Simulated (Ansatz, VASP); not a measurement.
Zn in VASP and in Ansatz

```xyz
3
Lattice="2.2682 -1.3085 0.0000 2.2682 1.3085 0.0000 -1.5917 0.0000 7.1544" Properties=species:S:1:pos:R:3 pbc="T T T"
Zn    2.9969    0.0000    2.3932
Zn   -0.0523    0.0000    4.7612
Zn    0.0000    0.0000    0.0000
```

Alike in both runs: functional PBEsol; k mesh 10 × 10 × 3; occupations fermi-dirac, width 0.05 eV; no spin polarisation.

|  | VASP | Ansatz |
| --- | --- | --- |
| version | VASP 6.6.1 | Ansatz 0.2.0 |
| potentials or method | VASP PAW PBE potentials, release 64 (Zn) | Ansatz PAW |
| plane-wave cutoff (eV) | 520 | 420 |
| valence electrons in the cell | 36 | 36 |
| task | single point | band structure |

|  | VASP | Ansatz | Ansatz less VASP |
| --- | --- | --- | --- |
| gap on the k mesh at the Fermi level (eV) | none | none | - |
| pressure (GPa) | 0.5 | 0.0 | -0.53 |
| traceless stress, the component that is largest in VASP (GPa) | 1.41 | 1.55 | +0.145 |
| rms of the force components (eV/Å) | 0.004 | 0.004 | -0.0004 |

VASP's potentials were made for PBE, not for PBEsol. Atom by atom the forces differ by 0.001 eV/Å (rms over components). A gap of «none» marks a metal or a gap that the smearing closes. The functional is the same, so the differences come from potentials, cutoffs and numerics.
